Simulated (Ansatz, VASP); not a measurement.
**One calculation of CaS, two programs**

The input INCAR:

```
SYSTEM = CaS
  PREC = Accurate
  ENCUT = 400
  EDIFF = 1E-8
  ISMEAR = 0
  SIGMA = 0.01
  LREAL = .FALSE.
  LASPH = .TRUE.
  NELM = 120
  ALGO = Normal
  ISIF = 2
  LWAVE = .FALSE.
  LCHARG = .FALSE.
  GGA = PE
  LEFG = .TRUE.
  NBANDS = 78
  GGA_COMPAT = .FALSE.
```

The input KPOINTS:

```
regular mesh
0
G
  3 3 3
  0 0 0
```

POSCAR

```
CaS
1.0
    0.0000000000      5.6860000000      5.6860000000
    5.6860000000      0.0000000000      5.6860000000
    5.6860000000      5.6860000000      0.0000000000
Ca S
8 8
Direct
    0.0000000000      0.0000000000      0.0000000000
    0.0000000000      0.0000000000      0.5000000000
    0.0000000000      0.5000000000      0.0000000000
    0.0000000000      0.5000000000      0.5000000000
    0.5000000000      0.0000000000      0.0000000000
    0.5000000000      0.0000000000      0.5000000000
    0.5000000000      0.5000000000      0.0000000000
    0.5000000000      0.5000000000      0.5000000000
    0.2500000000      0.2500000000      0.2500000000
    0.2500000000      0.2500000000      0.7500000000
    0.2500000000      0.7500000000      0.2500000000
    0.2500000000      0.7500000000      0.7500000000
    0.7500000000      0.2500000000      0.2500000000
    0.7500000000      0.2500000000      0.7500000000
    0.7500000000      0.7500000000      0.2500000000
    0.7500000000      0.7500000000      0.7500000000
```

Input for Ansatz:

```yaml
crystal:
  lattice:
    - [0.0, 5.686, 5.686]
    - [5.686, 0.0, 5.686]
    - [5.686, 5.686, 0.0]
  atoms:
    - { symbol: Ca, position: [0.0, 0.0, 0.0] }
    - { symbol: Ca, position: [0.0, 0.0, 0.5] }
    - { symbol: Ca, position: [0.0, 0.5, 0.0] }
    - { symbol: Ca, position: [0.0, 0.5, 0.5] }
    - { symbol: Ca, position: [0.5, 0.0, 0.0] }
    - { symbol: Ca, position: [0.5, 0.0, 0.5] }
    - { symbol: Ca, position: [0.5, 0.5, 0.0] }
    - { symbol: Ca, position: [0.5, 0.5, 0.5] }
    - { symbol: S, position: [0.25, 0.25, 0.25] }
    - { symbol: S, position: [0.25, 0.25, 0.75] }
    - { symbol: S, position: [0.25, 0.75, 0.25] }
    - { symbol: S, position: [0.25, 0.75, 0.75] }
    - { symbol: S, position: [0.75, 0.25, 0.25] }
    - { symbol: S, position: [0.75, 0.25, 0.75] }
    - { symbol: S, position: [0.75, 0.75, 0.25] }
    - { symbol: S, position: [0.75, 0.75, 0.75] }
kpoints:
  mp_grid: { grid: [3, 3, 3] }
scf:
  occupations: { method: fixed }
hamiltonian:
  xc: pbe
  pseudopotentials: { kind: paw }
output:
  forces: true
  efg:
    quadrupole_moments_barn: { Ca: -0.0408, S: -0.0694 }
    contact_densities: true
  core_levels:
    shells: { S: "2p", Ca: "2p" }
    counted_from: valence_top
    eps_inf: [5.011, 5.011, 5.011]
```

Alike in both runs: task electric field gradients; functional PBE; k mesh 3 × 3 × 3; no spin polarisation.

|  | VASP | Ansatz |
| --- | --- | --- |
| version | VASP 6.6.1 | Ansatz 0.2.0 |
| potentials or method | VASP PAW PBE potentials, release 64 (Ca_sv, S) | plane-wave PAW, scalar-relativistic |
| plane-wave cutoff (eV) | 400 | 420 |
| occupations | gaussian, width 0.01 eV | fixed |
| valence electrons in the cell | 128 | 128 |

```tsv
	VASP	Ansatz	Ansatz less VASP
gap on the k mesh at the Fermi level (eV)	2.35	2.35	+0.006
```
